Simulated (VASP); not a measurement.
Write the native input for VASP 6.6.1 that does the following.

```
Task                   : relaxation of cell and atoms
Functional             : PBE
Potentials or basis    : VASP PAW PBE potentials, release 64 (K_sv, Re)
Cutoff                 : 600 eV
k mesh                 : 16 × 16 × 16
Occupations            : gaussian, width 0.1 eV
Spin                   : no spin polarisation
Dipole correction      : no
Further INCAR settings : ALGO = Fast; EDIFF = 1e-06; IBRION = 2; EDIFFG = -0.01; NSW = 100; ISIF = 3
```

The structure of KRe lies in POSCAR:

```
KRe
1.0
    3.6359120668      0.0000000000      0.0000000000
    0.0000000000      3.6359120668      0.0000000000
    0.0000000000      0.0000000000      3.6359120668
K Re
1 1
Direct
    0.0000000000      0.0000000000      0.0000000000
    0.5000000000      0.5000000000      0.5000000000
```

One way to write it, as run:

INCAR

```
  ALGO = Fast
  EDIFF = 1E-6
  EDIFFG = -0.01
  ENCUT = 600
  GGA = PE
  IBRION = 2
  ISIF = 3
  ISMEAR = 0
  LASPH = True
  LCHARG = False
  LREAL = False
  LWAVE = False
  NELM = 60
  NSW = 100
  PREC = Accurate
  SIGMA = 0.1
```

KPOINTS

```
k-points
0
Gamma
  16 16 16
```

Potentials or basis: VASP PAW PBE potentials, release 64 (K_sv, Re).

Command:

```bash
$ cat potpaw_PBE.64/K_sv/POTCAR potpaw_PBE.64/Re/POTCAR > POTCAR
$ mpirun -np 1 vasp_std > vasp.out
```

Results of the run:

* Relaxed volume: 24.16 Å³/atom
* Relaxed cell: a = 3.642 Å, b = 3.642 Å, c = 3.642 Å, α = 90.00°, β = 90.00°, γ = 90.00°
* Space group after relaxing (to 0.1 Å): Pm-3m (No. 221)
* Energy gained by relaxing: 0.1 meV/atom
* Ionic steps: 2
* Pressure after relaxing: 0.0 GPa
* Band gap on the k mesh: zero (bands 8 and 9 overlap by 1.64 eV)

Caveat: spin-orbit coupling is left out, which moves the levels of the heavy elements.

It took 3.5 min on 1 thread of Intel(R) Xeon(R) 6975P-C (Granite Rapids), with other jobs on the host, peak memory 0.29 GiB.
